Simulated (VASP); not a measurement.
A run of VASP 6.6.1 is set up as follows.

INCAR

```
PREC = Accurate ; ENCUT = 500
EDIFF = 1E-6 ; ISMEAR = 0
SIGMA = 0.2 ; LREAL = False
LASPH = True ; NELM = 200
ALGO = Normal ; ISIF = 2
LWAVE = False ; LCHARG = True
GGA = PE ; LELF = True
LVHAR = True ; NBANDS = 40
GGA_COMPAT = False ; LMAXMIX = 6
```

File KPOINTS:

```
Automatic mesh
0
Gamma
  4 4 4
```

The input POSCAR:

```
SmZn3I2
1.0
   -3.0848804534      3.0848804534      5.2235386361
    3.0848804534     -3.0848804534      5.2235386361
    3.0848804534      3.0848804534     -5.2235386361
Sm Zn I
1 3 2
Direct
    0.0000000000      0.0000000000      0.0000000000
    0.7253813311      0.7253813311      0.0000000000
    0.2746186689      0.2746186689      0.0000000000
    0.5000000000      0.5000000000      0.0000000000
    0.7500000000      0.2500000000      0.5000000000
    0.2500000000      0.7500000000      0.5000000000
```

Potentials or basis: VASP PAW PBE potentials, release 64 (Sm_3, Zn, I), 4f in core.

The run is started by

```sh
$ cat potpaw_PBE.64/Sm_3/POTCAR potpaw_PBE.64/Zn/POTCAR potpaw_PBE.64/I/POTCAR > POTCAR
$ mpirun -np 1 vasp_std > vasp.out
```

Question: Estimate the band gap on the k mesh.

Answer: Zero (an odd number of electrons rules out a gap without spin polarisation).

Question: Predict the largest force.

Answer: 0.024 eV/Å.

Question: What does it give for the pressure?

Answer: 0.2 GPa.

Stress tensor (GPa, compression positive):
```
0.00 0.00 0.00
0.00 0.00 0.00
0.00 0.00 0.68
```

Caveat: spin-orbit coupling is left out, which moves the levels of the heavy elements; the 4f electrons are frozen in the core, so they carry no moment and show no levels; an odd number of electrons without spin polarisation forces a metal; a magnetic or distorted state may lie lower; the run has no spin polarisation, though such a crystal can be magnetic. Spin polarisation is off, so any magnetic state and its effect on volume and gap are missing.
